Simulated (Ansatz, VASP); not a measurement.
Ni: VASP beside Ansatz

Contents of INCAR:

```
SYSTEM = Ni
PREC = Accurate ; ENCUT = 520
EDIFF = 1E-7 ; ISMEAR = -1
SIGMA = 0.05 ; LREAL = .False.
LASPH = .True. ; NELM = 150
ALGO = Normal ; ISIF = 2
LWAVE = .False. ; LCHARG = .True.
ISPIN = 2 ; MAGMOM = 0.672
LORBIT = 11 ; LMAXMIX = 4
GGA = PE ; LELF = .True.
LVHAR = .True. ; NBANDS = 15
```

The input KPOINTS:

```
regular mesh
0
Gamma
  7 7 7
  0 0 0
```

Contents of POSCAR:

```
Ni
1.0
    0.0000000000      1.7596893266      1.7596893266
    1.7596893266      0.0000000000      1.7596893266
    1.7596893266      1.7596893266      0.0000000000
Ni
1
Direct
    0.0000000000      0.0000000000      0.0000000000
```

Input for Ansatz:

```yaml
crystal:
  lattice:
    - [0.0, 1.7596893266, 1.7596893266]
    - [1.7596893266, 0.0, 1.7596893266]
    - [1.7596893266, 1.7596893266, 0.0]
  atoms:
    - { symbol: Ni, position: [0.0, 0.0, 0.0], spin: 0.672 }
hamiltonian:
  xc: pbe
  pseudopotentials:
    kind: paw
    azcp:
      Ni: "pseudopotentials/Ni.paw.azcp"
basis:
  ecutwfc: 420
  fft_grid_basis: typed
kpoints:
  mp_grid: { grid: [7, 7, 7], shift: [0, 0, 0] }
magnetization:
  spin_polarized: true
scf:
  occupations: { method: fermi_dirac, width: 0.05 }
  lower_state_search: "off"
output:
  stress: true
```

Alike in both runs: task single point; functional PBE; k mesh 7 × 7 × 7; occupations fermi-dirac, width 0.05 eV; collinear spin.

|  | VASP | Ansatz |
| --- | --- | --- |
| version | VASP 6.6.1 | Ansatz 0.2.0 |
| potentials or method | VASP PAW PBE potentials, release 64 (Ni), cutoff 520 eV | plane waves (420 eV) with PAW, scalar-relativistic |
| valence electrons in the cell | 10 | 18 |

|  | VASP | Ansatz | Ansatz less VASP |
| --- | --- | --- | --- |
| pressure (GPa) | -0.8 | 0.0 | +0.80 |
| net moment per atom (μB) | 0.48 | 0.60 | +0.127 |
| size of the moment on the site where the two differ most (μB) | 0.49 | 0.64 | +0.153 |

The net moments are unlike, so the other rows may belong to different states. Site moments also hang on the region over which each program counts them. VASP's potentials hold 10 valence electrons a cell and Ansatz's 18, so a difference there can come from the potentials and not from the codes.

The k mesh is coarse, so the values compare programs but aren't converged.
